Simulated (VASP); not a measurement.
Write the native input for VASP 6.6.1 that does the following.

| Item | Value |
| --- | --- |
| Task | electric field gradients |
| Functional | PBE |
| Potentials or basis | VASP PAW PBE potentials, release 64 (Mg, B) |
| Cutoff | 520 eV |
| k mesh | 12 × 12 × 9 |
| Occupations | fermi-dirac, width 0.05 eV |
| Spin | no spin polarisation |
| Dipole correction | no |
| Further INCAR settings | ALGO = Normal; EDIFF = 1e-08; NBANDS = 11 |

The structure of MgB2 lies in POSCAR:

```
MgB2
1.0
    3.0850007055      0.0000000000      0.0000000000
   -1.5425003528      2.6716889817      0.0000000000
    0.0000000000      0.0000000000      3.4525400000
Mg B
1 2
Direct
    0.0000000000      0.0000000000      0.0000000000
    0.3333333333      0.6666666667      0.5000000000
    0.6666666667      0.3333333333      0.5000000000
```

This cell differs from its parent crystal: zz strain of -2 %.

One way to write it, as run:

INCAR

```
SYSTEM = MgB2
PREC = Accurate
ENCUT = 520
EDIFF = 1E-8
ISMEAR = -1
SIGMA = 0.05
LREAL = .False.
LASPH = .True.
NELM = 100
ALGO = Normal
ISIF = 2
LWAVE = .False.
LCHARG = .False.
GGA = PE
LEFG = .True.
NBANDS = 11
```

KPOINTS

```
regular mesh
0
Gamma
  12 12 9
  0 0 0
```

Potentials or basis: VASP PAW PBE potentials, release 64 (Mg, B).

Launch:

```bash
$ cat potpaw_PBE.64/Mg/POTCAR potpaw_PBE.64/B/POTCAR > POTCAR
$ mpirun -np 1 vasp_std > vasp.out
```

It gave:

```json
{
 "Pressure": "1.0 GPa",
 "Band gap on the k mesh": "zero (band 4 reaches 7.31 eV, above the bottom of band 5 at 3.42 eV)"
}
```

Caveat: the cell differs from its parent crystal (zz strain of -2 %); without QUAD_EFG the Cq values of the log hold for a quadrupole moment of 1 mb, not for the nuclei.

It took 31 s on 1 thread of Intel(R) Xeon(R) Platinum 8375C CPU @ 2.90GHz (Ice Lake) (shared host), peak memory 0.16 GiB.
